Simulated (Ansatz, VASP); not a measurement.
## One calculation of SrTiO3, two programs

```
Sr Ti O
1.0
     3.89194    0.00000    0.00000
     0.00000    3.89194    0.00000
     0.00000    0.00000    3.89194
Sr Ti O
1 1 3
Direct
  0.00000 0.00000 0.00000
  0.50000 0.50000 0.50000
  0.00000 0.50000 0.50000
  0.50000 0.00000 0.50000
  0.50000 0.50000 0.00000
```

Change from the starting cell: volume scaled by 0.99, PAW files.

Alike in both runs: task electric field gradients; functional PBEsol; k mesh 7 × 7 × 7; occupations fermi-dirac, width 0.05 eV; no spin polarisation.

|  | VASP | Ansatz |
| --- | --- | --- |
| version | VASP 6.6.1 | Ansatz 0.2.0 |
| potentials or method | VASP PAW PBE potentials, release 64 (Sr_sv, Ti_sv, O) | PAW with Ansatz's default frozen-core files, scalar-relativistic |
| plane-wave cutoff (eV) | 520 | 420 |
| valence electrons in the cell | 40 | 40 |

|  | VASP | Ansatz | Ansatz less VASP |
| --- | --- | --- | --- |
| gap on the k mesh at the Fermi level (eV) | 1.89 | 1.92 | +0.033 |
| pressure (GPa) | 0.6 | -0.1 | -0.69 |
| size of Vzz on the site where it differs most (V/Å²) | 8.3 | 9.9 | +1.58 |

VASP's potentials were made for PBE, not for PBEsol. With one functional, cell and mesh, what is left measures potentials, basis and numerics.
